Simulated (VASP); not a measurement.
# MgO (I4mm) in VASP: notebook

The runs below take MgO through single point, with r2SCAN.

Program: VASP 6.6.1. These are calculated values, not measurements. Logs are shortened: lines on timing, memory, paths and dates and some standing lists are left out, and cuts for length are marked.

### Step 1. The cell of the first run

The structure is tetragonal, space group I4mm (No. 107). Conventional cell: a = 2.973 Å, b = 2.973 Å, c = 4.204 Å, α = 90.00°, β = 90.00°, γ = 90.00°. Mg (site symmetry 4mm) has 6 O at 2.08 to 2.13 Å within 2.8 Å. Within 2.8 Å of O (site symmetry 4mm) lie 6 Mg at 2.08 to 2.13 Å.

### Step 2. Single point, r2SCAN (all Mg atoms moved +0.025 Å, as atom 1 along Cartesian [0 1 0])

POSCAR reads:

```
MgO
1.0
    0.0000000000      2.1021086852      2.1021086852
    2.1021086852      0.0000000000      2.1021086852
    2.1021086852      2.1021086852      0.0000000000
Mg O
1 1
Direct
    0.0059464099     -0.0059464099      0.0059464099
    0.5000000000      0.5000000000      0.5000000000
```

INCAR.step1 reads:

```
SYSTEM = MgO
  PREC = Accurate
  ENCUT = 920
  ISMEAR = 0
  SIGMA = 0.05
  LREAL = .False.
  LASPH = .True.
  NELM = 120
  NBANDS = 15
  GGA = PE
  ALGO = Normal
  EDIFF = 1E-5
  LWAVE = .True.
  LCHARG = .False.
  GGA_COMPAT = .False.
```

INCAR.step2 reads:

```
SYSTEM = MgO
  PREC = Accurate
  ENCUT = 920
  EDIFF = 1E-6
  ISMEAR = 0
  SIGMA = 0.05
  LREAL = .False.
  LASPH = .True.
  NELM = 120
  ALGO = Normal
  ISIF = 2
  LWAVE = .False.
  LCHARG = .False.
  METAGGA = R2SCAN
  LMIXTAU = .True.
  NBANDS = 15
  ISTART = 1
  GGA_COMPAT = .False.
```

KPOINTS reads:

```
Automatic mesh
0
Gamma
  10 10 10
  0 0 0
```

Potentials or basis: VASP PAW PBE potentials, release 64 (Mg_sv, O).

On the command line:

```console
cat potpaw_PBE.64/Mg_sv/POTCAR potpaw_PBE.64/O/POTCAR > POTCAR
cp INCAR.step1 INCAR
mpirun -np 1 vasp_std > vasp.out
cp INCAR.step2 INCAR
mpirun -np 1 vasp_std > vasp.out
```

OUTCAR:

```text
SYSTEM = MgO
   PREC = Accurate
   ENCUT = 920
   EDIFF = 1E-6
   ISMEAR = 0
   LREAL = .False.
   LASPH = .True.
   NELM = 120
   ISIF = 2
   METAGGA = R2SCAN
   ISTART = 1

 ion  position               nearest neighbor table
   1  0.006  0.994  0.006-   2 2.08   2 2.10   2 2.10   2 2.10   2 2.10   2 2.13
   2  0.500  0.500  0.500-   1 2.08   1 2.10   1 2.10   1 2.10   1 2.10   1 2.13

  LATTYP: Found a face centered cubic cell.
 ALAT       =     4.2042173704

  Lattice vectors:

 A1 = (   0.0000000000,   2.1021086852,   2.1021086852)
 A2 = (   2.1021086852,   0.0000000000,   2.1021086852)
 A3 = (   2.1021086852,   2.1021086852,   0.0000000000)

Analysis of symmetry for initial positions (statically):
=====================================================================
 Subroutine PRICEL returns:
 Original cell was already a primitive cell.

 Routine SETGRP: Setting up the symmetry group for a
 face centered cubic supercell.

 Subroutine GETGRP returns: Found  8 space group operations
 (whereof  8 operations were pure point group operations)
 out of a pool of 48 trial point group operations.

The static configuration has the point symmetry C_4v.

Analysis of symmetry for dynamics (positions and initial velocities):
=====================================================================
 Subroutine PRICEL returns:
 Original cell was already a primitive cell.

 Routine SETGRP: Setting up the symmetry group for a
 face centered cubic supercell.

 Subroutine GETGRP returns: Found  8 space group operations
 (whereof  8 operations were pure point group operations)
 out of a pool of 48 trial point group operations.

The dynamic configuration has the point symmetry C_4v.

 Subroutine INISYM returns: Found  8 space group operations
 (whereof  8 operations are pure point group operations),
 and found     1 'primitive' translations

----------------------------------------------------------------------------------------

                                     Primitive cell

  volume of cell :      18.5779

  direct lattice vectors                    reciprocal lattice vectors
     0.000000000  2.102108685  2.102108685    -0.237856398  0.237856398  0.237856398
     2.102108685  0.000000000  2.102108685     0.237856398 -0.237856398  0.237856398
     2.102108685  2.102108685  0.000000000     0.237856398  0.237856398 -0.237856398

  length of vectors
     2.972830612  2.972830612  2.972830612     0.411979366  0.411979366  0.411979366

  position of ions in fractional coordinates (direct lattice)
     0.005946410  0.994053590  0.005946410
     0.500000000  0.500000000  0.500000000

  ion indices of the primitive-cell ions
   primitive index   ion index
                 1           1
                 2           2

----------------------------------------------------------------------------------------

 KPOINTS: Automatic mesh

Automatic generation of k-mesh.
 Grid dimensions read from file:
 generate k-points for:   10   10   10

 Generating k-lattice:

  Cartesian coordinates                     Fractional coordinates (reciprocal lattice)
    -0.023785640  0.023785640  0.023785640     0.100000000  0.000000000  0.000000000
     0.023785640 -0.023785640  0.023785640     0.000000000  0.100000000  0.000000000
     0.023785640  0.023785640 -0.023785640     0.000000000  0.000000000  0.100000000

  Length of vectors
     0.041197937  0.041197937  0.041197937

  Shift w.r.t. Gamma in fractional coordinates (k-lattice)
     0.000000000  0.000000000  0.000000000

 Subroutine IBZKPT returns following result:
 ===========================================

 Found    102 irreducible k-points:

 Following reciprocal coordinates:
            Coordinates               Weight
  0.000000  0.000000  0.000000      1.000000
  0.100000  0.000000  0.000000      8.000000
  0.200000  0.000000  0.000000      8.000000
  0.300000  0.000000  0.000000      8.000000
  0.400000  0.000000  0.000000      8.000000
  0.500000  0.000000  0.000000      4.000000
[... 16 lines left out ...]
 -0.100000  0.100000  0.000000      8.000000
  0.100000  0.000000 -0.100000      4.000000
 [... further k-points ...]
   k-points           NKPTS =    102   k-points in BZ     NKDIM =    102   number of bands    NBANDS=     15
   number of dos      NEDOS =    301   number of ions     NIONS =      2
   total plane-waves  NPLWV =  27000
   dimension x,y,z NGX =    30 NGY =   30 NGZ =   30
   dimension x,y,z NGXF=    60 NGYF=   60 NGZF=   60
   ions per type =               1   1
   NGX,Y,Z   is equivalent  to a cutoff of  16.78, 16.78, 16.78 a.u.
   NGXF,Y,Z  is equivalent  to a cutoff of  33.55, 33.55, 33.55 a.u.
 SYSTEM =  MgO
   PREC   = accura    normal or accurate (medium, high low for compatibility)
   ISTART =      1    job   : 0-new  1-cont  2-samecut
   ICHARG =      0    charge: 1-file 2-atom 10-const
   ISPIN  =      1    spin polarized calculation?
   LNONCOLLINEAR =      F non collinear calculations
   LSORBIT =      F    spin-orbit coupling
   LASPH  =      T    aspherical Exc in radial PAW
   ENCUT  =  920.0 eV  67.62 Ry    8.22 a.u.   7.35  7.35  7.35*2*pi/ulx,y,z
   NELM   =    120;   NELMIN=  2; NELMDL=  0     # of ELM steps
   EDIFF  = 0.1E-05   stopping-criterion for ELM
   LREAL  =      F    real-space projection
   EDIFFG = 0.1E-04   stopping-criterion for IOM
   NSW    =      0    number of steps for IOM
   IBRION =     -1    ionic relax: 0-MD 1-quasi-New 2-CG
   NFREE  =      0    steps in history (QN), initial steepest desc. (CG)
   ISIF   =      2    stress and relaxation
   ISYM   =      2    0-nonsym 1-usesym 2-fastsym
   POTIM  = 0.5000    time-step for ionic-motion
   TEBEG  =    0.0;   TEEND  =   0.0 temperature during run
   PSTRESS=    0.0 pullay stress
   NELECT =      16.0000    total number of electrons
   NUPDOWN=      -1.0000    fix difference up-down
   EMIN   =  10.00;   EMAX   =-10.00  energy-range for DOS
   EFERMI =   0.00;   METHOD = LEGACY
   ISMEAR =     0;   SIGMA  =   0.05  broadening in eV -4-tet -1-fermi 0-gaus
   EFERMI_NEDOS =   21; number of points for ismear=-14 and -15
   IALGO  =     38    algorithm
   IMIX   =      4    mixing-type and parameters
     AMIX     =   0.40;   BMIX     =  1.00
     AMIX_MAG =   1.60;   BMIX_MAG =  1.00
  volume/ion in A,a.u.               =       9.29        62.68
  Fermi-wavevector in a.u.,A,eV,Ry     =   1.557577  2.943395 33.008382  2.426048
  Thomas-Fermi vector in A             =   2.661207
   LORBIT       =      0    0 simple, 1 ext, 2 COOP (PROOUT), +10 PAW based schemes
   METAGGA = R2SCAN    functional components
   LHFCALC =     F    Hartree Fock is set to
   AEXX    =    0.0000 exact exchange contribution
   IVDW    =     0    specifies the selected vdW correction
   LEPSILON=     F    determine dielectric tensor
   LRPA    =     F    only Hartree local field effects (RPA)
 non-spin polarized calculation
 Gauss-broadening in eV      SIGMA  =   0.05
  energy-cutoff  :      920.00
  volume of cell :       18.58
 maximum number of plane-waves:      1243
 NGX is ok and might be reduce to    30
   NGX = 15   NGY = 15   NGZ = 15

 number of electron      15.9999997 magnetization

 Free energy of the ion-electron system (eV)
  ---------------------------------------------------
  ext. energy  EPLUGINS =         0.00000000
  ---------------------------------------------------
  free energy    TOTEN  =       -16.15345627 eV

  energy without entropy =      -16.15345627  energy(sigma->0) =      -16.15345627

 E-fermi :   2.8325     XC(G=0): -12.0721

 val. band max:        2.5439788324   @ k =   0.0000   0.0000   0.0000
 cond. band min:       8.2451615317   @ k =   0.0000   0.0000   0.0000
 fundamental gap:      5.7011826993
 Fermi energy:         2.8325045053

 k-point     1 :       0.0000    0.0000    0.0000
  band No.  band energies     occupation
      1     -72.4049      2.00000
      2     -37.4907      2.00000
      3     -37.4907      2.00000
      4     -37.4907      2.00000
      5     -15.6713      2.00000
      6       2.5433      2.00000
      7       2.5440      2.00000
      8       2.5440      2.00000
      9       8.2452      0.00000
     10      19.4408      0.00000
     11      19.4425      0.00000
     12      19.4425      0.00000
     13      23.5603      0.00000
     14      25.4000      0.00000
     15      25.4020      0.00000

 k-point     2 :       0.1000    0.0000    0.0000
  band No.  band energies     occupation
      1     -72.4039      2.00000
      2     -37.4991      2.00000
      3     -37.4915      2.00000
      4     -37.4915      2.00000
      5     -15.5635      2.00000
      6       1.9167      2.00000
      7       2.4737      2.00000
      8       2.4738      2.00000
      9       8.8577      0.00000
     10      18.1910      0.00000
     11      19.6976      0.00000
     12      19.6984      0.00000
     13      24.7159      0.00000
     14      24.7176      0.00000
     15      25.2833      0.00000

 k-point     3 :       0.2000    0.0000    0.0000
  band No.  band energies     occupation
      1     -72.4016      2.00000
      2     -37.5211      2.00000
      3     -37.4936      2.00000
      4     -37.4936      2.00000
      5     -15.2684      2.00000
      6       0.6000      2.00000
      7       2.2957      2.00000
      8       2.2959      2.00000
      9      10.0688      0.00000
     10      16.6803      0.00000
     11      20.2301      0.00000
     12      20.2313      0.00000
     13      24.0290      0.00000
     14      24.0323      0.00000
     15      26.4836      0.00000
[... 343 lines left out ...]
 k-point    23 :      -0.1000    0.1000    0.0000
  band No.  band energies     occupation
      1     -72.4026      2.00000
      2     -37.5098      2.00000
      3     -37.4962      2.00000
      4     -37.4914      2.00000
      5     -15.3945      2.00000
      6       1.2056      2.00000
      7       2.2074      2.00000
      8       2.4182      2.00000
      9       9.6618      0.00000
     10      17.0950      0.00000
     11      19.9367      0.00000
     12      20.1361      0.00000
     13      23.3784      0.00000
     14      24.8421      0.00000
     15      26.9314      0.00000

 k-point    24 :       0.1000    0.0000   -0.1000
  band No.  band energies     occupation
      1     -72.4026      2.00000
      2     -37.5098      2.00000
      3     -37.4962      2.00000
      4     -37.4914      2.00000
      5     -15.3945      2.00000
      6       1.2052      2.00000
      7       2.2075      2.00000
      8       2.4184      2.00000
      9       9.6623      0.00000
     10      17.0943      0.00000
     11      19.9374      0.00000
     12      20.1356      0.00000
     13      23.3745      0.00000
     14      24.8424      0.00000
     15      26.9361      0.00000

 [... further k-points ...]

------------------------ aborting loop because EDIFF is reached ----------------------------------------

  FORCE on cell =-STRESS in cart. coord.  units (eV):
  Direction    XX          YY          ZZ          XY          YZ          ZX
  --------------------------------------------------------------------------------------
  -------------------------------------------------------------------------------------
  Total        0.0612878      0.0945141      0.0612878      0.0000000      0.0000000     -0.0000000
  in kB        5.2855360      8.1510136      5.2855360      0.0000000      0.0000000     -0.0000000
  external PRESSURE =       6.2406952 kB  Pullay stress =       0.0000000 kB

 VOLUME and BASIS-vectors are now :
 -----------------------------------------------------------------------------
  energy-cutoff  :      920.00
  volume of cell :       18.58
      direct lattice vectors                 reciprocal lattice vectors
     0.000000000  2.102108685  2.102108685    -0.237856398  0.237856398  0.237856398
     2.102108685  0.000000000  2.102108685     0.237856398 -0.237856398  0.237856398
     2.102108685  2.102108685  0.000000000     0.237856398  0.237856398 -0.237856398

 POSITION                                       TOTAL-FORCE (eV/Angst)
 -----------------------------------------------------------------------------------
      2.10211      0.02500      2.10211         0.000000     -0.128143      0.000000
      2.10211      2.10211      2.10211         0.000000      0.128143      0.000000
 -----------------------------------------------------------------------------------
    total drift:                               -0.000000      0.035100     -0.000000

  FREE ENERGIE OF THE ION-ELECTRON SYSTEM (eV)
  ---------------------------------------------------
  free  energy   TOTEN  =       -16.1534562657 eV

  energy  without entropy=      -16.1534562657  energy(sigma->0) =      -16.15345627
```

Run time: 2.5 min. Hardware: 1 thread of Intel Xeon Platinum 8488C (Sapphire Rapids), shared host; peak memory 0.21 GiB.

Results:

| Item | Value |
| --- | --- |
| Free energy | -16.1535 eV |
| Pressure | 0.6 GPa |
| Largest force | 0.128 eV/Å |
| Band gap on the k mesh | 5.70 eV |

Forces in eV/Å, atoms in the order of the input:
```
Mg   0.000 -0.128  0.000
O    0.000  0.128  0.000
```

Levels at points of the mesh, in eV from the valence-band top:
| k point | band 5 | band 6 | band 7 | band 8 | band 9 | band 10 | band 11 | band 12 |
| --- | --- | --- | --- | --- | --- | --- | --- | --- |
| (0.00, 0.00, 0.00) | -18.22 | 0.00 | 0.00 | 0.00 | 5.70 | 16.90 | 16.90 | 16.90 |
| (0.50, 0.00, 0.00) | -16.92 | -4.62 | -0.68 | -0.68 | 8.87 | 13.90 | 17.57 | 17.57 |
| (0.50, 0.50, 0.00) | -16.71 | -4.09 | -1.37 | -1.37 | 10.05 | 11.21 | 14.38 | 20.55 |
| (0.50, 0.00, 0.50) | -16.71 | -4.09 | -1.37 | -1.37 | 10.05 | 11.21 | 14.38 | 20.55 |

Caveat: the cell differs from its parent crystal (all Mg atoms moved +0.025 Å, as atom 1 along Cartesian [0 1 0]); the PAW data sets were made with another functional, which shifts forces and pressure a little.

### Step 3. Single point, r2SCAN (all Mg atoms moved +0.125 Å, as atom 1 along Cartesian [0 1 0])

Changes to POSCAR since step 2:

```diff
@@ -8,3 +8,3 @@
 Direct
-    0.0059464099     -0.0059464099      0.0059464099
+    0.0297320497     -0.0297320497      0.0297320497
     0.5000000000      0.5000000000      0.5000000000
```

INCAR.step1 reads:

```
  PREC = Accurate
  ENCUT = 920
  ISMEAR = 0
  SIGMA = 0.05
  LREAL = False
  LASPH = True
  NELM = 120
  NBANDS = 15
  GGA = PE
  ALGO = Normal
  EDIFF = 1E-5
  LWAVE = True
  LCHARG = False
  GGA_COMPAT = False
```

INCAR.step2 reads:

```
  PREC = Accurate
  ENCUT = 920
  EDIFF = 1E-6
  ISMEAR = 0
  SIGMA = 0.05
  LREAL = False
  LASPH = True
  NELM = 120
  ALGO = Normal
  ISIF = 2
  LWAVE = False
  LCHARG = False
  METAGGA = R2SCAN
  LMIXTAU = True
  NBANDS = 15
  ISTART = 1
  GGA_COMPAT = False
```

KPOINTS reads:

```
regular mesh
0
Gamma
  10 10 10
```

Potentials or basis: VASP PAW PBE potentials, release 64 (Mg_sv, O).

On the command line:

```console
cat potpaw_PBE.64/Mg_sv/POTCAR potpaw_PBE.64/O/POTCAR > POTCAR
cp INCAR.step1 INCAR
mpirun -np 1 vasp_std > vasp.out
cp INCAR.step2 INCAR
mpirun -np 1 vasp_std > vasp.out
```

Run time: 3.9 min. Hardware: 1 thread of AMD EPYC 7R13 (Zen 3), shared host; peak memory 0.18 GiB.

It converged, with:

| Item | Value |
| --- | --- |
| Free energy | -16.1069 eV |
| Pressure | 2.1 GPa |
| Largest force | 0.823 eV/Å |
| Band gap on the k mesh | 5.69 eV |

Forces in eV/Å, atoms in the order of the input:
```
Mg   0.000 -0.823  0.000
O    0.000  0.823  0.000
```

Stress tensor (GPa, compression positive):
```
0.10 0.00 0.00
0.00 6.18 0.00
0.00 0.00 0.10
```

Levels at points of the mesh, in eV from the valence-band top:
```
           k point  band 5  band 6  band 7  band 8  band 9  band 10  band 11  band 12
(0.00, 0.00, 0.00)  -18.21   -0.02    0.00    0.00    5.69    16.94    16.97    16.97
(0.50, 0.00, 0.00)  -16.92   -4.61   -0.67   -0.67    8.88    13.84    17.56    17.63
(0.50, 0.50, 0.00)  -16.71   -4.08   -1.38   -1.37   10.11    11.13    14.40    20.53
(0.50, 0.00, 0.50)  -16.71   -4.06   -1.36   -1.36   10.07    11.10    14.41    20.58
```

Caveat: the cell differs from its parent crystal (all Mg atoms moved +0.125 Å, as atom 1 along Cartesian [0 1 0]); the stress differs along the axes, from 0 to 6 GPa; the PAW data sets were made with another functional, which shifts forces and pressure a little.

### Step 4. Single point, r2SCAN (all Mg atoms moved +0.075 Å, as atom 1 along Cartesian [0 1 0])

Changes to POSCAR since step 3:

```diff
@@ -8,3 +8,3 @@
 Direct
-    0.0297320497     -0.0297320497      0.0297320497
+    0.0178392298     -0.0178392298      0.0178392298
     0.5000000000      0.5000000000      0.5000000000
```

INCAR.step1 reads:

```
PREC = Accurate
ENCUT = 920
ISMEAR = 0
SIGMA = 0.05
LREAL = False
LASPH = True
NELM = 120
NBANDS = 15
GGA = PE
ALGO = Normal
EDIFF = 1E-5
LWAVE = True
LCHARG = False
GGA_COMPAT = False
```

INCAR.step2 reads:

```
PREC = Accurate
ENCUT = 920
EDIFF = 1E-6
ISMEAR = 0
SIGMA = 0.05
LREAL = False
LASPH = True
NELM = 120
ALGO = Normal
ISIF = 2
LWAVE = False
LCHARG = False
METAGGA = R2SCAN
LMIXTAU = True
NBANDS = 15
ISTART = 1
GGA_COMPAT = False
```

KPOINTS is that of step 3.

On the command line:

```console
cat potpaw_PBE.64/Mg_sv/POTCAR potpaw_PBE.64/O/POTCAR > POTCAR
cp INCAR.step1 INCAR
mpirun -np 1 vasp_std > vasp.out
cp INCAR.step2 INCAR
mpirun -np 1 vasp_std > vasp.out
```

Wall time 3.9 min (1 thread of Intel Xeon Platinum 8259CL at 2.50GHz (Skylake/Cascade Lake), shared host); peak memory 0.21 GiB.

Results (log left out):

```
Free energy            : -16.1379 eV
Pressure               : 1.1 GPa
Largest force          : 0.445 eV/Å
Band gap on the k mesh : 5.70 eV
```

Forces in eV/Å, atoms in the order of the input:
```
Mg   0.000 -0.445  0.000
O    0.000  0.445  0.000
```

Stress tensor (GPa, compression positive):
```
0.37 0.00 0.00
0.00 2.49 0.00
0.00 0.00 0.37
```

Levels at points of the mesh, in eV from the valence-band top:
```csv
k point,band 6,band 7,band 8,band 9,band 10,band 11
"(0.00, 0.00, 0.00)",-0.01,0.00,0.00,5.70,16.91,16.92
"(0.50, 0.00, 0.00)",-4.62,-0.68,-0.68,8.87,13.88,17.57
"(0.50, 0.50, 0.00)",-4.09,-1.38,-1.37,10.07,11.19,14.38
"(0.50, 0.00, 0.50)",-4.08,-1.37,-1.37,10.06,11.17,14.39
```

Caveat: the cell differs from its parent crystal (all Mg atoms moved +0.075 Å, as atom 1 along Cartesian [0 1 0]); the PAW data sets were made with another functional, which shifts forces and pressure a little.

### Step 5. Overview

```csv
cell,gap on the mesh (eV),pressure (GPa),largest force (eV/Å)
"as given, atomic positions A",5.70,0.6,0.13
"as given, atomic positions B",5.69,2.1,0.82
"as given, atomic positions C",5.70,1.1,0.44
```

Alike in all rows: task single point; level r2SCAN; potentials or basis VASP PAW PBE potentials, release 64 (Mg_sv, O); no spin polarisation; k mesh 10 × 10 × 10; cutoff (eV) 920; smearing gaussian 0.05 eV.

Caveats: the PAW data sets were made with another functional, which shifts forces and pressure a little; the stress differs along the axes, from 0 to 6 GPa (at least some runs).

Absolute energies hang on the potentials; compare differences alone.
